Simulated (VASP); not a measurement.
Wanted: the native input for a VASP 6.6.1 run.

```
Task                   : single point
Functional             : PBE
Potentials or basis    : VASP PAW PBE potentials, release 64 (Li_sv, Os)
Cutoff                 : 520 eV
k mesh                 : 21 × 21 × 6
Occupations            : gaussian, width 0.1 eV
Spin                   : no spin polarisation
Dipole correction      : no
Further INCAR settings : ALGO = Normal; EDIFF = 1e-07; NBANDS = 16
```

The structure of Li3Os lies in POSCAR:

```
Li3Os
1.0
    2.6833237014      0.0000000000      0.0000000000
   -1.3416618507      2.3238264920      0.0000000000
    0.0000000000      0.0000000000      9.7064903247
Li Os
3 1
Direct
    0.6666666667      0.3333333333      0.7285063231
    0.0000000000      0.0000000000      0.0000000000
    0.3333333333      0.6666666667      0.2714936769
    0.0000000000      0.0000000000      0.5000000000
```

These files were run (other wordings do the same):

INCAR

```
SYSTEM = Li3Os
PREC = Accurate ; ENCUT = 520
EDIFF = 1E-7 ; ISMEAR = 0
SIGMA = 0.1 ; LREAL = .FALSE.
LASPH = .TRUE. ; NELM = 100
ALGO = Normal ; ISIF = 2
LWAVE = .FALSE. ; LCHARG = .FALSE.
GGA = PE ; NBANDS = 16
```

KPOINTS

```
Automatic mesh
0
G
  21 21 6
  0 0 0
```

Potentials or basis: VASP PAW PBE potentials, release 64 (Li_sv, Os).

Run with:

```console
$ cat potpaw_PBE.64/Li_sv/POTCAR potpaw_PBE.64/Os/POTCAR > POTCAR
$ mpirun -np 1 vasp_std > vasp.out
```

It gave:

* Largest force: 0.014 eV/Å

It took 110 s on 1 thread of Intel(R) Xeon(R) 6975P-C (Granite Rapids), with other jobs on the host, peak memory 0.36 GiB.
